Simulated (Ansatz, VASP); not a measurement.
One calculation of C, two programs

```
CELL_PARAMETERS angstrom
2.52210 0.00000 0.00000
-1.26105 2.18420 0.00000
0.00000 0.00000 12.35570
ATOMIC_POSITIONS crystal
C 0.66667 0.33333 0.35417
C 0.33333 0.66667 0.85417
C 0.66667 0.33333 0.14583
C 0.33333 0.66667 0.64583
C 0.66667 0.33333 0.47917
C 0.33333 0.66667 0.97917
C 0.66667 0.33333 0.02083
C 0.33333 0.66667 0.52083
C 0.00000 0.00000 0.81250
C 0.00000 0.00000 0.31250
C 0.00000 0.00000 0.68750
C 0.00000 0.00000 0.18750
```

Alike in both runs: functional RPBE; k mesh 12 × 12 × 3; occupations fermi-dirac, width 0.05 eV; no spin polarisation.

|  | VASP | Ansatz |
| --- | --- | --- |
| version | VASP 6.6.1 | Ansatz 0.2.0 |
| potentials or method | VASP PAW PBE potentials, release 64 (C) | Ansatz PAW |
| plane-wave cutoff (eV) | 520 | 420 |
| valence electrons in the cell | 48 | 48 |
| task | single point | band structure |

Ansatz gave:

| Quantity | Value |
| --- | --- |
| gap on the k mesh at the Fermi level (eV) | 4.39 |
| least direct gap on the mesh (eV) | 5.31 |
| pressure (GPa) | 8.2 |
| traceless stress, the component that is largest in VASP (GPa) | 5.42 |
| rms of the force components (eV/Å) | 0.151 |

Question: What did VASP give for the same quantities?

Answer: gap on the k mesh at the Fermi level (eV): 4.38; least direct gap on the mesh (eV): 5.30; pressure (GPa): 8.8; traceless stress, the component that is largest in VASP (GPa): 5.42; rms of the force components (eV/Å): 0.151.

VASP's potentials were made for PBE, not for RPBE. Atom by atom the forces differ by 0.000 eV/Å (rms over components).
